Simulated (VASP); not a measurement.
# ZrO2 (P4_2/nmc) in VASP: vibrations by perturbation theory with PBEsol

Aim: the vibrations by perturbation theory of ZrO2 with PBEsol.

Everything below comes from runs of VASP 6.6.1. Logs are shortened: lines on timing, memory, paths and dates and some standing lists are left out, and cuts for length are marked.

## Step 1: The cell of the first run

It takes space group P4_2/nmc (No. 137, tetragonal). Conventional cell: a = 3.584 Å, b = 3.584 Å, c = 5.177 Å, α = 90.00°, β = 90.00°, γ = 90.00°. Within 2.7 Å of Zr (site symmetry -4m2) lie 8 O at 2.07 to 2.37 Å. O (site symmetry 2mm) has 4 Zr at 2.07 to 2.37 Å and 6 O at 2.58 to 2.59 Å within 2.7 Å.

## Step 2: Vibrations by perturbation theory, PBEsol

Contents of INCAR:

```
ALGO     = Normal         # electronic algorithm
EDIFF    = 1E-8           # SCF threshold, eV
ENCUT    = 600            # plane-wave cutoff, eV
GGA      = PS             # functional
GGA_COMPAT= F            
IBRION   = 8              # ionic algorithm
ISIF     = 2              # what is computed and relaxed
ISMEAR   = 0              # smearing method
LASPH    = T              # aspherical terms in the spheres
LCHARG   = F              # write CHGCAR
LEPSILON = T              # dielectric tensor by DFPT
LREAL    = F              # projectors in reciprocal space
LWAVE    = F              # write WAVECAR
NBANDS   = 33             # bands
NELM     = 120            # most SCF steps
NSW      = 1              # ionic steps
PREC     = Accurate       # precision mode
SIGMA    = 0.01           # smearing width, eV
```

Contents of KPOINTS:

```
k-points
0
Gamma
  6 6 4
```

Contents of POSCAR:

```
ZrO2
1.0
    3.5844768324      0.0000000000      0.0000000000
    0.0000000000      3.5844768324      0.0000000000
    0.0000000000      0.0000000000      5.1771664711
Zr O
2 4
Direct
    0.0000000000      0.0000000000      0.0000000000
    0.5000000000      0.5000000000      0.5000000000
    0.0000000000      0.5000000000      0.2014759672
    0.0000000000      0.5000000000      0.7014759672
    0.5000000000      0.0000000000      0.2985240328
    0.5000000000      0.0000000000      0.7985240328
```

Potentials or basis: VASP PAW PBE potentials, release 64 (Zr_sv, O).

The run is started by

```
> cat potpaw_PBE.64/Zr_sv/POTCAR potpaw_PBE.64/O/POTCAR > POTCAR
> mpirun -np 1 vasp_std > vasp.out
```

OUTCAR:

```text
EDIFF = 1E-8
   ENCUT = 600
   GGA = PS
   IBRION = 8
   ISIF = 2
   ISMEAR = 0
   LASPH = T
   LEPSILON = T
   LREAL = F
   NELM = 120
   NSW = 1
   PREC = Accurate

 ion  position               nearest neighbor table
   1  0.000  0.000  0.000-   3 2.07   6 2.07   3 2.07   6 2.07   5 2.37   4 2.37   5 2.37   4 2.37
                             2 3.62   2 3.62   2 3.62   2 3.62   2 3.62   2 3.62   2 3.62   2 3.62
   2  0.500  0.500  0.500-   4 2.07   5 2.07   5 2.07   4 2.07   3 2.37   6 2.37   3 2.37   6 2.37
                             1 3.62   1 3.62   1 3.62   1 3.62   1 3.62   1 3.62   1 3.62   1 3.62
   3  0.000  0.500  0.201-   1 2.07   1 2.07   2 2.37   2 2.37
   4  0.000  0.500  0.701-   2 2.07   2 2.07   1 2.37   1 2.37
   5  0.500  0.000  0.299-   2 2.07   2 2.07   1 2.37   1 2.37
   6  0.500  0.000  0.799-   1 2.07   1 2.07   2 2.37   2 2.37

  LATTYP: Found a simple tetragonal cell.
 ALAT       =     3.5844768324
 C/A-ratio  =     1.4443297343

  Lattice vectors:

 A1 = (   3.5844768324,   0.0000000000,   0.0000000000)
 A2 = (   0.0000000000,   3.5844768324,   0.0000000000)
 A3 = (   0.0000000000,   0.0000000000,   5.1771664711)

Analysis of symmetry for initial positions (statically):
=====================================================================
 Subroutine PRICEL returns:
 Original cell was already a primitive cell.

 Routine SETGRP: Setting up the symmetry group for a
[... 1204 lines left out ...]
  2X     0.390899    0.000000    0.000000   -8.785685    0.000000    0.000000   -1.604779    0.000000    0.000000    7.989386    0.000000    0.000000    1.223970    0.000000    0.000000    0.786210    0.000000    0.000000
  2Y     0.000000    0.390899    0.000000    0.000000   -8.785685    0.000000    0.000000    0.786210    0.000000    0.000000    1.223970    0.000000    0.000000    7.989386    0.000000    0.000000   -1.604779    0.000000
  2Z     0.000000    0.000000   14.742258    0.000000    0.000000  -24.347197    0.000000    0.000000   -1.185982    0.000000    0.000000    5.988451    0.000000    0.000000    5.988451    0.000000    0.000000   -1.185982
  3X     1.217697    0.000000    0.000000   -1.608386    0.000000    0.000000   -6.024507    0.000000    0.000000    0.804871    0.000000    0.000000    5.206751    0.000000    0.000000    0.403573    0.000000    0.000000
  3Y     0.000000    7.994418    0.000000    0.000000    0.794218    0.000000    0.000000  -16.839694    0.000000    0.000000    0.804219    0.000000    0.000000    6.850325    0.000000    0.000000    0.396515    0.000000
  3Z     0.000000    0.000000    5.984195    0.000000    0.000000   -1.189743    0.000000    0.000000  -13.157082    0.000000    0.000000    8.392070    0.000000    0.000000   -1.314326    0.000000    0.000000    1.284885
  4X     0.794218    0.000000    0.000000    7.994418    0.000000    0.000000    0.804219    0.000000    0.000000  -16.839694    0.000000    0.000000    0.396515    0.000000    0.000000    6.850325    0.000000    0.000000
  4Y     0.000000   -1.608386    0.000000    0.000000    1.217697    0.000000    0.000000    0.804871    0.000000    0.000000   -6.024507    0.000000    0.000000    0.403573    0.000000    0.000000    5.206751    0.000000
  4Z     0.000000    0.000000   -1.189743    0.000000    0.000000    5.984195    0.000000    0.000000    8.392070    0.000000    0.000000  -13.157082    0.000000    0.000000    1.284885    0.000000    0.000000   -1.314326
  5X    -1.608386    0.000000    0.000000    1.217697    0.000000    0.000000    5.206751    0.000000    0.000000    0.403573    0.000000    0.000000   -6.024507    0.000000    0.000000    0.804871    0.000000    0.000000
  5Y     0.000000    0.794218    0.000000    0.000000    7.994418    0.000000    0.000000    6.850325    0.000000    0.000000    0.396515    0.000000    0.000000  -16.839694    0.000000    0.000000    0.804219    0.000000
  5Z     0.000000    0.000000   -1.189743    0.000000    0.000000    5.984195    0.000000    0.000000   -1.314326    0.000000    0.000000    1.284885    0.000000    0.000000  -13.157082    0.000000    0.000000    8.392070
  6X     7.994418    0.000000    0.000000    0.794218    0.000000    0.000000    0.396515    0.000000    0.000000    6.850325    0.000000    0.000000    0.804219    0.000000    0.000000  -16.839694    0.000000    0.000000
  6Y     0.000000    1.217697    0.000000    0.000000   -1.608386    0.000000    0.000000    0.403573    0.000000    0.000000    5.206751    0.000000    0.000000    0.804871    0.000000    0.000000   -6.024507    0.000000
  6Z     0.000000    0.000000    5.984195    0.000000    0.000000   -1.189743    0.000000    0.000000    1.284885    0.000000    0.000000   -1.314326    0.000000    0.000000    8.392070    0.000000    0.000000  -13.157082

 Eigenvectors and eigenvalues of the dynamical matrix
 ----------------------------------------------------

   1 f  =   19.205896 THz   120.674205 2PiTHz  640.639741 cm-1    79.429169 meV
             X         Y         Z           dx          dy          dz
      0.000000  0.000000  0.000000     0.000000   -0.000000    0.000000
      1.792238  1.792238  2.588583    -0.000000    0.000000    0.000000
      0.000000  1.792238  1.043075    -0.000000    0.000000    0.500000
      0.000000  1.792238  3.631658     0.000000   -0.000000   -0.500000
      1.792238  0.000000  1.545509     0.000000   -0.000000    0.500000
      1.792238  0.000000  4.134092    -0.000000    0.000000   -0.500000
[... 145 lines left out ...]
  18 f/i=    0.003645 THz     0.022904 2PiTHz    0.121594 cm-1     0.015076 meV
             X         Y         Z           dx          dy          dz
      0.000000  0.000000  0.000000     0.000000    0.000000   -0.608272
      1.792238  1.792238  2.588583     0.000000    0.000000   -0.608272
      0.000000  1.792238  1.043075     0.000000    0.000000   -0.254956
      0.000000  1.792238  3.631658     0.000000    0.000000   -0.254956
      1.792238  0.000000  1.545509     0.000000    0.000000   -0.254956
      1.792238  0.000000  4.134092     0.000000    0.000000   -0.254956

--------------------------------------------------------------------------------------------------------

 MACROSCOPIC STATIC DIELECTRIC TENSOR IONIC CONTRIBUTION
 ------------------------------------------------------
          60.073271     0.000000    -0.000000
           0.000000    60.073271     0.000000
          -0.000000     0.000000    13.950688
 ------------------------------------------------------

 ELASTIC MODULI CONTR FROM IONIC RELAXATION (kBar)
 Direction    XX          YY          ZZ          XY          YZ          ZX
 --------------------------------------------------------------------------------
 XX        -753.7120    224.4496   -583.8929      0.0000      0.0000      0.0000
 YY         224.4496   -753.7120   -583.8929      0.0000     -0.0000      0.0000
 ZZ        -583.8929   -583.8929  -1288.3247      0.0000      0.0000      0.0000
 XY           0.0000      0.0000      0.0000      0.0000      0.0000      0.0000
 YZ           0.0000     -0.0000      0.0000      0.0000   -684.9789      0.0000
 ZX           0.0000      0.0000      0.0000      0.0000      0.0000   -687.5571
 --------------------------------------------------------------------------------

 PIEZOELECTRIC TENSOR IONIC CONTR  for field in x, y, z        (C/m^2)
          XX          YY          ZZ          XY          YZ          ZX
  --------------------------------------------------------------------------------
  x    -0.00000     0.00000    -0.00000     0.00000    -0.00000    -0.00000
  y    -0.00000    -0.00000    -0.00000     0.00000     0.00000    -0.00000
  z    -0.00000     0.00000    -0.00000     0.00000    -0.00000     0.00000
```

stdout:

```text
POSCAR found type information on POSCAR ZrO
 POSCAR found :  2 types and       6 ions
 scaLAPACK will be used
 -----------------------------------------------------------------------------
|                                                                             |
|                                                                             |
[... 51 lines left out ...]
 first order change of Fermi-energy   0.44589E-02
 force on displaced ion       3 direction 2 :   0.000 -16.840  -0.001
 Born effective charge ion    3 direction 2 :   0.000  -3.642   0.001
 Linear response progress:
 first order change of Fermi-energy   0.74184E-01
 force on displaced ion       3 direction 3 :   0.000   0.000 -13.157
 Born effective charge ion    3 direction 3 :   0.000   0.000  -2.484
 Born effective charges drift removed
 Linear response finished
```

It took 81 min on 1 thread of Oxide Virtual Turin-like, shared host; peak memory 0.61 GiB.

Results:

* Electronic dielectric tensor (diagonal): 5.79, 5.79, 5.18
* Born charges (mean of the diagonal): Zr +5.49; O -2.75 e
* Highest phonon frequency at Γ, LO-TO splitting left out: 641 cm⁻¹

Phonon frequencies in cm⁻¹ (negative: imaginary):
```
              q point                                                        frequencies
(0.000, 0.000, 0.000)  0 0 0 116 116 136 136 284 306 332 439 439 442 442 587 640 640 641
```

Electronic dielectric tensor:
```
5.79 0.00 0.00
0.00 5.79 0.00
0.00 0.00 5.18
```

Born effective charge tensors (e):
atom 1, Zr
```
5.76 0.00 0.00
0.00 5.76 0.00
0.00 0.00 4.96
```
atom 2, Zr
```
5.76 0.00 0.00
0.00 5.76 0.00
0.00 0.00 4.96
```
atom 3, O
```
-2.12  0.00  0.00
 0.00 -3.64  0.00
 0.00  0.00 -2.48
```
atom 4, O
```
-3.64  0.00  0.00
 0.00 -2.12  0.00
 0.00  0.00 -2.48
```
atom 5, O
```
-2.12  0.00  0.00
 0.00 -3.64  0.00
 0.00  0.00 -2.48
```
atom 6, O
```
-3.64  0.00  0.00
 0.00 -2.12  0.00
 0.00  0.00 -2.48
```
